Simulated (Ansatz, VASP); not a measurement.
Two plane-wave programs on TaN

INCAR

```
ALGO = Normal
EDIFF = 1E-7
ENCUT = 520
GGA = PE
ISIF = 2
ISMEAR = 0
LASPH = True
LCHARG = False
LREAL = False
LWAVE = False
NBANDS = 15
NELM = 60
PREC = Accurate
SIGMA = 0.15
```

File KPOINTS:

```
k-points
0
Gamma
  18 18 18
```

POSCAR

```
TaN
1.0
    0.0000000000      2.2879500000      2.2879500000
    2.2879500000      0.0000000000      2.2879500000
    2.2879500000      2.2879500000      0.0000000000
Ta N
1 1
Direct
    0.5000000000      0.5000000000      0.5000000000
    0.0000000000      0.0000000000      0.0000000000
```

Input for Ansatz:

```yaml
crystal:
  lattice:
    - [0.0, 2.28795, 2.28795]
    - [2.28795, 0.0, 2.28795]
    - [2.28795, 2.28795, 0.0]
  atoms:
    - { symbol: Ta, position: [0.5, 0.5, 0.5] }
    - { symbol: "N", position: [0.0, 0.0, 0.0] }
basis:
  ecutwfc: 420
kpoints:
  mp_grid: { grid: [18, 18, 18] }
hamiltonian:
  xc: pbe
scf:
  occupations: { method: gaussian, width: 0.15 }
output:
  forces: true
  stress: true
  eigenvalues: true
```

Change from the starting cell: strain +0.050 along x and y, +0.050 along z, atoms carried along.

Alike in both runs: task single point; functional PBE; k mesh 18 × 18 × 18; occupations gaussian, width 0.15 eV; no spin polarisation.

```csv
,VASP,Ansatz
version,VASP 6.6.1,Ansatz 0.2.0
potentials or method,"VASP PAW PBE potentials, release 64 (Ta_pv, N), cutoff 520 eV","scalar-relativistic, plane waves, PAW"
valence electrons in the cell,16,18
```

```tsv
	VASP	Ansatz	Ansatz less VASP
gap on the k mesh at the Fermi level (eV)	none	none	-
pressure (GPa)	-27.1	-27.6	-0.43
```

A gap of «none» marks a metal or a gap that the smearing closes. VASP's potentials hold 16 valence electrons a cell and Ansatz's 18, so a difference there can come from the potentials and not from the codes.

Spin-orbit coupling is off throughout.
